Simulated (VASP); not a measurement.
# LiF (P6_3mc) in VASP: further runs

The runs below take LiF through single point, with LDA.

Everything below comes from runs of VASP 6.6.1. Logs are shortened: lines on timing, memory, paths and dates and some standing lists are left out, and cuts for length are marked.

## 1. The cell of the first run

It takes space group P6_3mc (No. 186, hexagonal). Conventional cell: a = 3.149 Å, b = 3.149 Å, c = 4.727 Å, α = 90.00°, β = 90.00°, γ = 120.00°. Li (site symmetry 3m) has 4 F at 1.86 to 1.89 Å within 2.5 Å. F (site symmetry 3m) has 4 Li at 1.86 to 1.89 Å within 2.5 Å.

## 2. Single point, LDA (volume 10.150 Å^3 an atom, c/a of the conventional cell 1.5009)

The input, INCAR:

```
SYSTEM = LiF
PREC = Accurate
ENCUT = 520
EDIFF = 1E-7
ISMEAR = 0
SIGMA = 0.05
LREAL = .False.
LASPH = .True.
NELM = 60
ALGO = Normal
ISIF = 2
LWAVE = .False.
LCHARG = .False.
NBANDS = 18
```

The input, KPOINTS:

```
Automatic mesh
0
Gamma
  9 9 6
  0 0 0
```

The input, POSCAR:

```
LiF
1.0
    3.1493037339      0.0000000000      0.0000000000
   -1.5746518670      2.7273770378      0.0000000000
    0.0000000000      0.0000000000      4.7267899742
Li F
2 2
Direct
    0.3333333333      0.6666666667      0.3839784076
    0.6666666667      0.3333333333      0.8839784076
    0.3333333333      0.6666666667      0.9910195924
    0.6666666667      0.3333333333      0.4910195924
```

Potentials or basis: VASP PAW LDA potentials, release 64 (Li_sv, F).

Command:

```console
$ cat potpaw_LDA.64/Li_sv/POTCAR potpaw_LDA.64/F/POTCAR > POTCAR
$ mpirun -np 1 vasp_std > vasp.out
```

OUTCAR:

```text
SYSTEM = LiF
   PREC = Accurate
   ENCUT = 520
   EDIFF = 1E-7
   ISMEAR = 0
   LREAL = .False.
   LASPH = .True.
   NELM = 60
   ISIF = 2

 ion  position               nearest neighbor table
   1  0.333  0.667  0.384-   3 1.86   4 1.89   4 1.89   4 1.89
   2  0.667  0.333  0.884-   4 1.86   3 1.89   3 1.89   3 1.89
   3  0.333  0.667  0.991-   1 1.86   2 1.89   2 1.89   2 1.89
   4  0.667  0.333  0.491-   2 1.86   1 1.89   1 1.89   1 1.89

  LATTYP: Found a hexagonal cell.
 ALAT       =     3.1493037339
 C/A-ratio  =     1.5009000000

  Lattice vectors:

 A1 = (   3.1493037339,   0.0000000000,   0.0000000000)
 A2 = (  -1.5746518670,   2.7273770378,   0.0000000000)
 A3 = (   0.0000000000,   0.0000000000,   4.7267899742)

Analysis of symmetry for initial positions (statically):
=====================================================================
 Subroutine PRICEL returns:
 Original cell was already a primitive cell.

 Routine SETGRP: Setting up the symmetry group for a
 hexagonal supercell.

 Subroutine GETGRP returns: Found 12 space group operations
 (whereof  6 operations were pure point group operations)
 out of a pool of 24 trial point group operations.

The static configuration has the point symmetry C_3v.
 The point group associated with its full space group is C_6v.

Analysis of symmetry for dynamics (positions and initial velocities):
=====================================================================
 Subroutine PRICEL returns:
 Original cell was already a primitive cell.

 Routine SETGRP: Setting up the symmetry group for a
 hexagonal supercell.

 Subroutine GETGRP returns: Found 12 space group operations
 (whereof  6 operations were pure point group operations)
 out of a pool of 24 trial point group operations.

The dynamic configuration has the point symmetry C_3v.
 The point group associated with its full space group is C_6v.

 Subroutine INISYM returns: Found 12 space group operations
 (whereof  6 operations are pure point group operations),
 and found     1 'primitive' translations

----------------------------------------------------------------------------------------

                                     Primitive cell

  volume of cell :      40.6000

  direct lattice vectors                    reciprocal lattice vectors
     3.149303734  0.000000000  0.000000000     0.317530503  0.183326322  0.000000000
    -1.574651867  2.727377038  0.000000000     0.000000000  0.366652643  0.000000000
     0.000000000  0.000000000  4.726789974     0.000000000  0.000000000  0.211560066

  length of vectors
     3.149303734  3.149303734  4.726789974     0.366652643  0.366652643  0.211560066

  position of ions in fractional coordinates (direct lattice)
     0.333333333  0.666666667  0.383978408
     0.666666667  0.333333333  0.883978408
     0.333333333  0.666666667  0.991019592
     0.666666667  0.333333333  0.491019592

  ion indices of the primitive-cell ions
   primitive index   ion index
                 1           1
                 2           2
                 3           3
                 4           4

----------------------------------------------------------------------------------------

 KPOINTS: Automatic mesh

Automatic generation of k-mesh.
 Grid dimensions read from file:
 generate k-points for:    9    9    6

 Generating k-lattice:

  Cartesian coordinates                     Fractional coordinates (reciprocal lattice)
     0.035281167  0.020369591  0.000000000     0.111111111  0.000000000  0.000000000
     0.000000000  0.040739183  0.000000000     0.000000000  0.111111111  0.000000000
     0.000000000  0.000000000  0.035260011     0.000000000  0.000000000  0.166666667

  Length of vectors
     0.040739183  0.040739183  0.035260011

  Shift w.r.t. Gamma in fractional coordinates (k-lattice)
     0.000000000  0.000000000  0.000000000

 Subroutine IBZKPT returns following result:
 ===========================================

 Found     48 irreducible k-points:

 Following reciprocal coordinates:
            Coordinates               Weight
  0.000000  0.000000  0.000000      1.000000
  0.111111 -0.000000  0.000000      6.000000
  0.222222  0.000000  0.000000      6.000000
  0.333333  0.000000  0.000000      6.000000
  0.444444  0.000000  0.000000      6.000000
  0.111111  0.111111  0.000000      6.000000
[... 16 lines left out ...]
  0.333333  0.222222  0.166667     24.000000
  0.333333  0.333333  0.166667      4.000000
 [... further k-points ...]
   k-points           NKPTS =     48   k-points in BZ     NKDIM =     48   number of bands    NBANDS=     18
   number of dos      NEDOS =    301   number of ions     NIONS =      4
   total plane-waves  NPLWV =  20736
   dimension x,y,z NGX =    24 NGY =   24 NGZ =   36
   dimension x,y,z NGXF=    48 NGYF=   48 NGZF=   72
   ions per type =               2   2
   NGX,Y,Z   is equivalent  to a cutoff of  12.67, 12.67, 12.66 a.u.
   NGXF,Y,Z  is equivalent  to a cutoff of  25.34, 25.34, 25.32 a.u.
 SYSTEM =  LiF
   PREC   = accura    normal or accurate (medium, high low for compatibility)
   ISTART =      0    job   : 0-new  1-cont  2-samecut
   ICHARG =      2    charge: 1-file 2-atom 10-const
   ISPIN  =      1    spin polarized calculation?
   LNONCOLLINEAR =      F non collinear calculations
   LSORBIT =      F    spin-orbit coupling
   LASPH  =      T    aspherical Exc in radial PAW
   ENCUT  =  520.0 eV  38.22 Ry    6.18 a.u.   5.86  5.86  8.79*2*pi/ulx,y,z
   NELM   =     60;   NELMIN=  2; NELMDL= -5     # of ELM steps
   EDIFF  = 0.1E-06   stopping-criterion for ELM
   LREAL  =      F    real-space projection
   EDIFFG = 0.1E-05   stopping-criterion for IOM
   NSW    =      0    number of steps for IOM
   IBRION =     -1    ionic relax: 0-MD 1-quasi-New 2-CG
   NFREE  =      0    steps in history (QN), initial steepest desc. (CG)
   ISIF   =      2    stress and relaxation
   ISYM   =      2    0-nonsym 1-usesym 2-fastsym
   POTIM  = 0.5000    time-step for ionic-motion
   TEBEG  =    0.0;   TEEND  =   0.0 temperature during run
   PSTRESS=    0.0 pullay stress
   NELECT =      20.0000    total number of electrons
   NUPDOWN=      -1.0000    fix difference up-down
   EMIN   =  10.00;   EMAX   =-10.00  energy-range for DOS
   EFERMI =   0.00;   METHOD = LEGACY
   ISMEAR =     0;   SIGMA  =   0.05  broadening in eV -4-tet -1-fermi 0-gaus
   EFERMI_NEDOS =   21; number of points for ismear=-14 and -15
   IALGO  =     38    algorithm
   IMIX   =      4    mixing-type and parameters
     AMIX     =   0.40;   BMIX     =  1.00
     AMIX_MAG =   1.60;   BMIX_MAG =  1.00
  volume/ion in A,a.u.               =      10.15        68.50
  Fermi-wavevector in a.u.,A,eV,Ry     =   1.292933  2.443290 22.744543  1.671677
  Thomas-Fermi vector in A             =   2.424610
   LORBIT       =      0    0 simple, 1 ext, 2 COOP (PROOUT), +10 PAW based schemes
   GGA     = CA    functional components
   LHFCALC =     F    Hartree Fock is set to
   AEXX    =    0.0000 exact exchange contribution
   IVDW    =     0    specifies the selected vdW correction
   LEPSILON=     F    determine dielectric tensor
   LRPA    =     F    only Hartree local field effects (RPA)
 non-spin polarized calculation
 Gauss-broadening in eV      SIGMA  =   0.05
  energy-cutoff  :      520.00
  volume of cell :       40.60
 maximum number of plane-waves:      1128
 NGX is ok and might be reduce to    24
   NGX = 11   NGY = 11   NGZ = 17

 number of electron      20.0000004 magnetization

 Free energy of the ion-electron system (eV)
  ---------------------------------------------------
  ext. energy  EPLUGINS =         0.00000000
  ---------------------------------------------------
  free energy    TOTEN  =       -20.75002039 eV

  energy without entropy =      -20.75002039  energy(sigma->0) =      -20.75002039

 E-fermi :  -2.5934     XC(G=0):  -9.4431

 val. band max:       -2.8060670597   @ k =   0.0000   0.0000   0.0000
 cond. band min:       4.4993503079   @ k =   0.0000   0.0000   0.0000
 fundamental gap:      7.3054173676
 Fermi energy:        -2.5934346743

 k-point     1 :       0.0000    0.0000    0.0000
  band No.  band energies     occupation
      1     -42.2438      2.00000
      2     -42.1948      2.00000
      3     -21.8530      2.00000
      4     -21.5755      2.00000
      5      -5.0673      2.00000
      6      -3.4176      2.00000
[... 10 lines left out ...]
     17      15.8002      0.00000
     18      17.6014      0.00000

 k-point     2 :       0.1111   -0.0000    0.0000
  band No.  band energies     occupation
      1     -42.2401      2.00000
      2     -42.1937      2.00000
      3     -21.8377      2.00000
      4     -21.5746      2.00000
      5      -5.0031      2.00000
      6      -3.5365      2.00000
[... 10 lines left out ...]
     17      15.9942      0.00000
     18      17.3016      0.00000

 k-point     3 :       0.2222    0.0000    0.0000
  band No.  band energies     occupation
      1     -42.2302      2.00000
      2     -42.1912      2.00000
      3     -21.7961      2.00000
      4     -21.5750      2.00000
      5      -4.8374      2.00000
      6      -3.8787      2.00000
[... 10 lines left out ...]
     17      16.1796      0.00000
     18      16.4269      0.00000

 k-point     4 :       0.3333    0.0000    0.0000
  band No.  band energies     occupation
      1     -42.2179      2.00000
      2     -42.1896      2.00000
      3     -21.7409      2.00000
      4     -21.5828      2.00000
      5      -4.7310      2.00000
      6      -4.1581      2.00000
[... 375 lines left out ...]
      4     -21.5990      2.00000
      5      -4.5926      2.00000
      6      -4.4850      2.00000
[... 10 lines left out ...]
     17      16.2075      0.00000
     18      17.2739      0.00000

 k-point    23 :       0.3333    0.2222    0.1667
  band No.  band energies     occupation
      1     -42.2019      2.00000
      2     -42.1924      2.00000
      3     -21.6653      2.00000
      4     -21.6135      2.00000
      5      -4.8339      2.00000
      6      -4.2774      2.00000
[... 10 lines left out ...]
     17      15.6822      0.00000
     18      17.5269      0.00000

 k-point    24 :       0.3333    0.3333    0.1667
  band No.  band energies     occupation
      1     -42.1960      2.00000
      2     -42.1960      2.00000
      3     -21.6349      2.00000
      4     -21.6349      2.00000
      5      -4.8947      2.00000
      6      -4.1019      2.00000
[... 10 lines left out ...]
     17      15.1911      0.00000
     18      17.5102      0.00000

 [... further k-points ...]

------------------------ aborting loop because EDIFF is reached ----------------------------------------

  FORCE on cell =-STRESS in cart. coord.  units (eV):
  Direction    XX          YY          ZZ          XY          YZ          ZX
  --------------------------------------------------------------------------------------
  -------------------------------------------------------------------------------------
  Total       -1.4918324     -1.4918324     -0.9429183      0.0000000     -0.0000000      0.0000000
  in kB      -58.8714302    -58.8714302    -37.2099093      0.0000000     -0.0000000      0.0000000
  external PRESSURE =     -51.6509232 kB  Pullay stress =       0.0000000 kB

 VOLUME and BASIS-vectors are now :
 -----------------------------------------------------------------------------
  energy-cutoff  :      520.00
  volume of cell :       40.60
      direct lattice vectors                 reciprocal lattice vectors
     3.149303734  0.000000000  0.000000000     0.317530503  0.183326322  0.000000000
    -1.574651867  2.727377038  0.000000000     0.000000000  0.366652643  0.000000000
     0.000000000  0.000000000  4.726789974     0.000000000  0.000000000  0.211560066

 POSITION                                       TOTAL-FORCE (eV/Angst)
 -----------------------------------------------------------------------------------
     -0.00000      1.81825      1.81499        -0.000000     -0.000000      0.056611
      1.57465      0.90913      4.17838         0.000000      0.000000      0.056611
     -0.00000      1.81825      4.68434         0.000000      0.000000     -0.056611
      1.57465      0.90913      2.32095        -0.000000      0.000000     -0.056611
 -----------------------------------------------------------------------------------
    total drift:                                0.000001      0.000001      0.001258

  FREE ENERGIE OF THE ION-ELECTRON SYSTEM (eV)
  ---------------------------------------------------
  free  energy   TOTEN  =       -20.7500203939 eV

  energy  without entropy=      -20.7500203939  energy(sigma->0) =      -20.75002039
```

It took 18 s on 1 thread of Intel Xeon Platinum 8259CL at 2.50GHz (Skylake/Cascade Lake), shared host; peak memory 0.14 GiB.

Results:

* Free energy: -20.7500 eV
* Largest force: 0.057 eV/Å
* Band gap on the k mesh: 7.31 eV, direct

Forces on the atoms (eV/Å):
```
Li   0.000  0.000  0.057
Li   0.000  0.000  0.057
F    0.000  0.000 -0.057
F    0.000  0.000 -0.057
```

Caveat: the cutoff is under 1.25 times the usual one of these potentials, so pressure, stress and relaxed cells hold a basis-set (Pulay) error. A k mesh can miss the band edges.

[end of part 1 of 2]
